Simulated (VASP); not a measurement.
# In (Fm-3m) in VASP: a series of runs

Runs on In. Level: RPBE. Tasks: relaxation of cell and atoms, single point.

Everything below comes from runs of VASP 6.6.1. Logs are shortened: lines on timing, memory, paths and dates and some standing lists are left out, and cuts for length are marked.

## (1) The cell of the first run

The structure is cubic, space group Fm-3m (No. 225). The conventional cell has a = 4.711 Å, b = 4.711 Å, c = 4.711 Å, α = 90.00°, β = 90.00°, γ = 90.00°. In (site symmetry m-3m) has 12 In at 3.33 Å within 4.4 Å.

## (2) Relaxation of cell and atoms, RPBE

Input file INCAR:

```
  ALGO = Normal
  EDIFF = 1E-7
  EDIFFG = -0.01
  ENCUT = 600
  GGA = RP
  IBRION = 2
  ISIF = 3
  ISMEAR = -1
  LASPH = True
  LCHARG = False
  LREAL = False
  LWAVE = False
  NELM = 60
  NSW = 80
  PREC = Accurate
  SIGMA = 0.1
```

Input file KPOINTS:

```
k-points
0
Gamma
  12 12 12
```

Input file POSCAR:

```
In
1.0
    0.0000000000      2.3556547913      2.3556547913
    2.3556547913      0.0000000000      2.3556547913
    2.3556547913      2.3556547913      0.0000000000
In
1
Direct
    0.0000000000      0.0000000000      0.0000000000
```

Potentials or basis: VASP PAW PBE potentials, release 64 (In_d).

The run is started by

```
$ cat potpaw_PBE.64/In_d/POTCAR > POTCAR
$ mpirun -np 1 vasp_std > vasp.out
```

OUTCAR:

```text
EDIFF = 1E-7
   EDIFFG = -0.01
   ENCUT = 600
   GGA = RP
   IBRION = 2
   ISIF = 3
   ISMEAR = -1
   LASPH = True
   LREAL = False
   NELM = 60
   NSW = 80
   PREC = Accurate

 ion  position               nearest neighbor table
   1  0.000  0.000  0.000-

  LATTYP: Found a face centered cubic cell.
 ALAT       =     4.7113095826

  Lattice vectors:

 A1 = (   0.0000000000,   2.3556547913,   2.3556547913)
 A2 = (   2.3556547913,   0.0000000000,   2.3556547913)
 A3 = (   2.3556547913,   2.3556547913,   0.0000000000)

Analysis of symmetry for initial positions (statically):
=====================================================================
 Subroutine PRICEL returns:
 Original cell was already a primitive cell.

 Routine SETGRP: Setting up the symmetry group for a
 face centered cubic supercell.

 Subroutine GETGRP returns: Found 48 space group operations
 (whereof 48 operations were pure point group operations)
 out of a pool of 48 trial point group operations.

The static configuration has the point symmetry O_h .

Analysis of symmetry for dynamics (positions and initial velocities):
=====================================================================
 Subroutine PRICEL returns:
 Original cell was already a primitive cell.

 Routine SETGRP: Setting up the symmetry group for a
 face centered cubic supercell.

 Subroutine GETGRP returns: Found 48 space group operations
 (whereof 48 operations were pure point group operations)
 out of a pool of 48 trial point group operations.

The dynamic configuration has the point symmetry O_h .

 Subroutine INISYM returns: Found 48 space group operations
 (whereof 48 operations are pure point group operations),
 and found     1 'primitive' translations

----------------------------------------------------------------------------------------

                                     Primitive cell

  volume of cell :      26.1436

  direct lattice vectors                    reciprocal lattice vectors
     0.000000000  2.355654791  2.355654791    -0.212255209  0.212255209  0.212255209
     2.355654791  0.000000000  2.355654791     0.212255209 -0.212255209  0.212255209
     2.355654791  2.355654791  0.000000000     0.212255209  0.212255209 -0.212255209

  length of vectors
     3.331398954  3.331398954  3.331398954     0.367636806  0.367636806  0.367636806

  position of ions in fractional coordinates (direct lattice)
     0.000000000  0.000000000  0.000000000

  ion indices of the primitive-cell ions
   primitive index   ion index
                 1           1

----------------------------------------------------------------------------------------

 KPOINTS: k-points

Automatic generation of k-mesh.
 Grid dimensions read from file:
 generate k-points for:   12   12   12

 Generating k-lattice:

  Cartesian coordinates                     Fractional coordinates (reciprocal lattice)
    -0.017687934  0.017687934  0.017687934     0.083333333  0.000000000  0.000000000
     0.017687934 -0.017687934  0.017687934     0.000000000  0.083333333  0.000000000
     0.017687934  0.017687934 -0.017687934     0.000000000  0.000000000  0.083333333

  Length of vectors
     0.030636401  0.030636401  0.030636401

  Shift w.r.t. Gamma in fractional coordinates (k-lattice)
     0.000000000  0.000000000  0.000000000

 Subroutine IBZKPT returns following result:
 ===========================================

 Found     72 irreducible k-points:

 Following reciprocal coordinates:
            Coordinates               Weight
  0.000000  0.000000  0.000000      1.000000
  0.083333  0.000000  0.000000      8.000000
  0.166667  0.000000  0.000000      8.000000
  0.250000  0.000000  0.000000      8.000000
  0.333333  0.000000  0.000000      8.000000
  0.416667  0.000000  0.000000      8.000000
[... 16 lines left out ...]
  0.500000  0.166667  0.000000     24.000000
 -0.416667  0.166667  0.000000     24.000000
 [... further k-points ...]
   k-points           NKPTS =     72   k-points in BZ     NKDIM =     72   number of bands    NBANDS=     10
   number of dos      NEDOS =    301   number of ions     NIONS =      1
   total plane-waves  NPLWV =  21952
   dimension x,y,z NGX =    28 NGY =   28 NGZ =   28
   dimension x,y,z NGXF=    56 NGYF=   56 NGZF=   56
   ions per type =               1
   NGX,Y,Z   is equivalent  to a cutoff of  13.97, 13.97, 13.97 a.u.
   NGXF,Y,Z  is equivalent  to a cutoff of  27.95, 27.95, 27.95 a.u.
 SYSTEM =  unknown system
   PREC   = accura    normal or accurate (medium, high low for compatibility)
   ISTART =      0    job   : 0-new  1-cont  2-samecut
   ICHARG =      2    charge: 1-file 2-atom 10-const
   ISPIN  =      1    spin polarized calculation?
   LNONCOLLINEAR =      F non collinear calculations
   LSORBIT =      F    spin-orbit coupling
   LASPH  =      T    aspherical Exc in radial PAW
   ENCUT  =  600.0 eV  44.10 Ry    6.64 a.u.   6.65  6.65  6.65*2*pi/ulx,y,z
   NELM   =     60;   NELMIN=  2; NELMDL= -5     # of ELM steps
   EDIFF  = 0.1E-06   stopping-criterion for ELM
   LREAL  =      F    real-space projection
   EDIFFG = -.1E-01   stopping-criterion for IOM
   NSW    =     80    number of steps for IOM
   IBRION =      2    ionic relax: 0-MD 1-quasi-New 2-CG
   NFREE  =      1    steps in history (QN), initial steepest desc. (CG)
   ISIF   =      3    stress and relaxation
   ISYM   =      2    0-nonsym 1-usesym 2-fastsym
   POTIM  = 0.5000    time-step for ionic-motion
   TEBEG  =    0.0;   TEEND  =   0.0 temperature during run
   PSTRESS=    0.0 pullay stress
   NELECT =      13.0000    total number of electrons
   NUPDOWN=      -1.0000    fix difference up-down
   EMIN   =  10.00;   EMAX   =-10.00  energy-range for DOS
   EFERMI =   0.00;   METHOD = LEGACY
   ISMEAR =    -1;   SIGMA  =   0.10  broadening in eV -4-tet -1-fermi 0-gaus
   EFERMI_NEDOS =   21; number of points for ismear=-14 and -15
   IALGO  =     38    algorithm
   IMIX   =      4    mixing-type and parameters
     AMIX     =   0.40;   BMIX     =  1.00
     AMIX_MAG =   1.60;   BMIX_MAG =  1.00
  volume/ion in A,a.u.               =      26.14       176.43
  Fermi-wavevector in a.u.,A,eV,Ry     =   1.296983  2.450943 22.887245  1.682165
  Thomas-Fermi vector in A             =   2.428405
   LORBIT       =      0    0 simple, 1 ext, 2 COOP (PROOUT), +10 PAW based schemes
   GGA     = RP    functional components
   LHFCALC =     F    Hartree Fock is set to
   AEXX    =    0.0000 exact exchange contribution
   IVDW    =     0    specifies the selected vdW correction
   LEPSILON=     F    determine dielectric tensor
   LRPA    =     F    only Hartree local field effects (RPA)
 conjugate gradient relaxation of ions
 non-spin polarized calculation
  energy-cutoff  :      600.00
  volume of cell :       26.14
 maximum number of plane-waves:       895
   NGX = 13   NGY = 13   NGZ = 13

--------------------------------------- Ionic step        1  -------------------------------------------

 number of electron      13.0000004 magnetization

 Free energy of the ion-electron system (eV)
  ---------------------------------------------------
  ext. energy  EPLUGINS =         0.00000000
  ---------------------------------------------------
  free energy    TOTEN  =        -2.17772268 eV

  energy without entropy =       -2.16145145  energy(sigma->0) =       -2.16958706

 E-fermi :   7.6517     XC(G=0): -10.1620

 val. band max:        7.5933295912   @ k =  -0.3333   0.3333   0.0000
 cond. band min:       7.7025954523   @ k =  -0.3333   0.4167   0.0833
 fundamental gap:      0.1092658611
 Fermi energy:         7.6517348068

 k-point     1 :       0.0000    0.0000    0.0000
  band No.  band energies     occupation
      1      -7.0273      2.00000
      2      -7.0273      2.00000
      3      -7.0273      2.00000
      4      -6.8575      2.00000
      5      -6.8575      2.00000
      6      -1.8731      2.00000
      7      18.2980      0.00000
      8      18.2980      0.00000
      9      18.2980      0.00000
     10      19.1214      0.00000

 k-point     2 :       0.0833    0.0000    0.0000
  band No.  band energies     occupation
      1      -7.0293      2.00000
      2      -7.0157      2.00000
      3      -7.0157      2.00000
      4      -6.8587      2.00000
      5      -6.8587      2.00000
      6      -1.7209      2.00000
      7      16.4702      0.00000
      8      18.0242      0.00000
      9      18.0242      0.00000
     10      18.9529      0.00000

 k-point     3 :       0.1667    0.0000    0.0000
  band No.  band energies     occupation
      1      -7.0369      2.00000
      2      -6.9926      2.00000
      3      -6.9926      2.00000
      4      -6.8529      2.00000
      5      -6.8529      2.00000
      6      -1.2599      2.00000
      7      13.5999      0.00000
      8      17.4740      0.00000
      9      17.4740      0.00000
     10      18.8649      0.00000
[... 321 lines left out ...]
 VOLUME and BASIS-vectors are now :
 -----------------------------------------------------------------------------
  energy-cutoff  :      600.00
  volume of cell :       28.49
      direct lattice vectors                 reciprocal lattice vectors
    -0.000000000  2.424121843  2.424121843    -0.206260259  0.206260259  0.206260259
     2.424121843 -0.000000000  2.424121843     0.206260259 -0.206260259  0.206260259
     2.424121843  2.424121843 -0.000000000     0.206260259  0.206260259 -0.206260259

 POSITION                                       TOTAL-FORCE (eV/Angst)
 -----------------------------------------------------------------------------------
      2.42412      2.42412     -0.00000         0.000000      0.000000      0.000000
 -----------------------------------------------------------------------------------
    total drift:                                0.000000      0.000000     -0.000000

  FREE ENERGIE OF THE ION-ELECTRON SYSTEM (eV)
  ---------------------------------------------------
  free  energy   TOTEN  =        -2.2046677552 eV

  energy  without entropy=       -2.1874787439  energy(sigma->0) =       -2.19607325

--------------------------------------- Ionic step        3  -------------------------------------------

 number of electron      13.0000000 magnetization

 Free energy of the ion-electron system (eV)
  ---------------------------------------------------
  ext. energy  EPLUGINS =         0.00000000
  ---------------------------------------------------
  free energy    TOTEN  =        -2.20489502 eV

  energy without entropy =       -2.18755357  energy(sigma->0) =       -2.19622430

 E-fermi :   6.6249     XC(G=0):  -9.7125

 val. band max:        6.5324690575   @ k =  -0.3333   0.3333   0.0000
 cond. band min:       6.6297144618   @ k =  -0.2500   0.5000   0.2500
 fundamental gap:      0.0972454042
 Fermi energy:         6.6249097917

 k-point     1 :       0.0000    0.0000    0.0000
  band No.  band energies     occupation
      1      -7.9811      2.00000
      2      -7.9811      2.00000
      3      -7.9811      2.00000
      4      -7.8513      2.00000
      5      -7.8513      2.00000
      6      -2.2756      2.00000
      7      16.4123      0.00000
      8      16.4123      0.00000
      9      16.4123      0.00000
     10      17.8771      0.00000

 k-point     2 :       0.0833    0.0000    0.0000
  band No.  band energies     occupation
      1      -7.9821      2.00000
      2      -7.9720      2.00000
      3      -7.9720      2.00000
      4      -7.8521      2.00000
      5      -7.8521      2.00000
      6      -2.1346      2.00000
      7      14.7900      0.00000
      8      16.1683      0.00000
      9      16.1683      0.00000
     10      17.5838      0.00000

 k-point     3 :       0.1667    0.0000    0.0000
  band No.  band energies     occupation
      1      -7.9862      2.00000
      2      -7.9541      2.00000
      3      -7.9541      2.00000
      4      -7.8472      2.00000
      5      -7.8472      2.00000
      6      -1.7085      2.00000
      7      12.1313      0.00000
      8      15.6673      0.00000
      9      15.6673      0.00000
     10      17.4218      0.00000
[... 286 lines left out ...]
 VOLUME and BASIS-vectors are now :
 -----------------------------------------------------------------------------
  energy-cutoff  :      600.00
  volume of cell :       28.77
      direct lattice vectors                 reciprocal lattice vectors
    -0.000000000  2.431968974  2.431968974    -0.205594728  0.205594728  0.205594728
     2.431968974 -0.000000000  2.431968974     0.205594728 -0.205594728  0.205594728
     2.431968974  2.431968974 -0.000000000     0.205594728  0.205594728 -0.205594728

 POSITION                                       TOTAL-FORCE (eV/Angst)
 -----------------------------------------------------------------------------------
      0.00000      0.00000      0.00000         0.000000     -0.000000      0.000000
 -----------------------------------------------------------------------------------
    total drift:                               -0.000000     -0.000000     -0.000000

  FREE ENERGIE OF THE ION-ELECTRON SYSTEM (eV)
  ---------------------------------------------------
  free  energy   TOTEN  =        -2.2048950224 eV

  energy  without entropy=       -2.1875535678  energy(sigma->0) =       -2.19622430

 reached required accuracy - stopping structural energy minimisation
```

Wall time 63 s (1 thread of Intel Xeon Platinum 8488C (Sapphire Rapids), shared host); peak memory 0.17 GiB.

What came out:

```yaml
Free_energy: -2.2049 eV
Relaxed_volume: 28.77 Å³/atom
Relaxed_cell: a = 3.439 Å, b = 3.439 Å, c = 3.439 Å, α = 60.00°, β = 60.00°, γ = 60.00°
Space_group_after_relaxing_to_0.05_Å: Fm-3m (No. 225)
Energy_gained_by_relaxing: 27.2 meV/atom
Ionic_steps: 3
Pressure_after_relaxing: 0.0 GPa
```

The path:
```csv
step,energy change (eV),largest force (eV/Å),pressure (GPa),volume (Å³)
1,0.0000,0.0000,3.69,26.14
2,-0.0269,0.0000,0.28,28.49
3,-0.0272,0.0000,-0.01,28.77
```

Final structure:
```xyz
1
Lattice="0.0000 2.4320 2.4320 2.4320 0.0000 2.4320 2.4320 2.4320 0.0000" Properties=species:S:1:pos:R:3 pbc="T T T"
In    0.0000    0.0000    0.0000
```

Caveat: the PAW data sets were made with another functional, which shifts forces and pressure a little; spin-orbit coupling is left out, which moves the levels of the heavy elements.

## (3) Single point, RPBE

This run uses another cell than the first one, of 28.78 Å³/atom, 1.101 times its volume.

Input file INCAR:

```
PREC     = Accurate       # precision mode
ENCUT    = 520            # plane-wave cutoff, eV
EDIFF    = 1E-6           # SCF threshold, eV
ISMEAR   = -1             # smearing method
SIGMA    = 0.1            # smearing width, eV
LREAL    = False          # projectors in reciprocal space
LASPH    = True           # aspherical terms in the spheres
NELM     = 100            # most SCF steps
ALGO     = Normal         # electronic algorithm
ISIF     = 2              # what is computed and relaxed
LWAVE    = False          # write WAVECAR
LCHARG   = False          # write CHGCAR
GGA      = RP             # functional
NBANDS   = 12             # bands
```

Input file KPOINTS:

```
regular mesh
0
Gamma
  18 18 18
```

Input file POSCAR:

```
In
1.0
    0.0000000000      2.4322909982      2.4322909982
    2.4322909982      0.0000000000      2.4322909982
    2.4322909982      2.4322909982      0.0000000000
In
1
Direct
    0.0000000000      0.0000000000      0.0000000000
```

Potentials or basis: VASP PAW PBE potentials, release 64 (In_d).

The run is started by

```
$ cat potpaw_PBE.64/In_d/POTCAR > POTCAR
$ mpirun -np 1 vasp_std > vasp.out
```

OUTCAR:

```text
PREC = Accurate
   ENCUT = 520
   EDIFF = 1E-6
   ISMEAR = -1
   LREAL = False
   LASPH = True
   NELM = 100
   ISIF = 2
   GGA = RP

 ion  position               nearest neighbor table
   1  0.000  0.000  0.000-

  LATTYP: Found a face centered cubic cell.
 ALAT       =     4.8645819964

  Lattice vectors:

 A1 = (   0.0000000000,   2.4322909982,   2.4322909982)
 A2 = (   2.4322909982,   0.0000000000,   2.4322909982)
[... 529 lines left out ...]
      2      -7.9480      2.00000
      3      -7.9454      2.00000
      4      -7.8442      2.00000
      5      -7.8122      2.00000
      6      -1.0307      2.00000
      7       9.8527      0.00000
      8      13.9879      0.00000
      9      15.8425      0.00000
     10      17.6794      0.00000
     11      19.4022      0.00000
     12      19.6067      0.00000

 [... further k-points ...]
[... 5 lines left out ...]
  --------------------------------------------------------------------------------------
  -------------------------------------------------------------------------------------
  Total       -0.0060778     -0.0060778     -0.0060778     -0.0000000      0.0000000      0.0000000
  in kB       -0.3383623     -0.3383623     -0.3383623     -0.0000000      0.0000000      0.0000000
  external PRESSURE =      -0.3383623 kB  Pullay stress =       0.0000000 kB

 VOLUME and BASIS-vectors are now :
 -----------------------------------------------------------------------------
  energy-cutoff  :      520.00
  volume of cell :       28.78
      direct lattice vectors                 reciprocal lattice vectors
     0.000000000  2.432290998  2.432290998    -0.205567508  0.205567508  0.205567508
     2.432290998  0.000000000  2.432290998     0.205567508 -0.205567508  0.205567508
     2.432290998  2.432290998  0.000000000     0.205567508  0.205567508 -0.205567508

 POSITION                                       TOTAL-FORCE (eV/Angst)
 -----------------------------------------------------------------------------------
      0.00000      0.00000      0.00000        -0.000000     -0.000000     -0.000000
 -----------------------------------------------------------------------------------
    total drift:                               -0.000000     -0.000000     -0.000000

  FREE ENERGIE OF THE ION-ELECTRON SYSTEM (eV)
  ---------------------------------------------------
  free  energy   TOTEN  =        -2.2075370176 eV

  energy  without entropy=       -2.1923175061  energy(sigma->0) =       -2.19992726
```

OSZICAR:

```text
N       E                     dE             d eps       ncg     rms          rms(c)
DAV:   1     0.791532454862E+02    0.79153E+02   -0.62813E+03  4748   0.132E+03
DAV:   2     0.172644067472E+01   -0.77427E+02   -0.75486E+02  4884   0.290E+02
DAV:   3    -0.212233051373E+01   -0.38488E+01   -0.38381E+01  5588   0.647E+01
DAV:   4    -0.221502737173E+01   -0.92697E-01   -0.92669E-01  6004   0.102E+01
DAV:   5    -0.221937268972E+01   -0.43453E-02   -0.43452E-02  6508   0.190E+00    0.180E+00
DAV:   6    -0.220862650932E+01    0.10746E-01   -0.21245E-02  6056   0.282E+00    0.951E-01
DAV:   7    -0.220737388826E+01    0.12526E-02   -0.89043E-03  6040   0.168E+00    0.206E-01
DAV:   8    -0.220752062110E+01   -0.14673E-03   -0.97312E-04  5704   0.473E-01    0.297E-02
DAV:   9    -0.220753666819E+01   -0.16047E-04   -0.30682E-05  6068   0.616E-02    0.122E-02
DAV:  10    -0.220753701764E+01   -0.34945E-06   -0.12210E-06  4644   0.117E-02
   1 F= -.22075370E+01 E0= -.21999273E+01  d E =-.152195E-01
```

stdout:

```text
POSCAR found type information on POSCAR In
 POSCAR found :  1 types and       1 ions
 scaLAPACK will be used
 -----------------------------------------------------------------------------
|                                                                             |
|                                                                             |
|     You enforced a specific xc type in the INCAR file but a different       |
|     I HOPE YOU KNOW WHAT YOU ARE DOING!                                     |
|                                                                             |
 -----------------------------------------------------------------------------

 LDA part: xc-table for (Slater+PW92), standard interpolation
 POSCAR, INCAR and KPOINTS ok, starting setup
 FFT: planning ... GRIDC
 FFT: planning ... GRID_SOFT
 FFT: planning ... GRID
 WAVECAR not read
 entering main loop
```

It took 67 s on 1 thread of Intel Xeon Platinum 8488C (Sapphire Rapids), shared host; peak memory 0.19 GiB.

Results:

```
Free energy : -2.2075 eV
Pressure    : 0.0 GPa
```

Caveat: the PAW data sets were made with another functional, which shifts forces and pressure a little; spin-orbit coupling is left out, which moves the levels of the heavy elements.
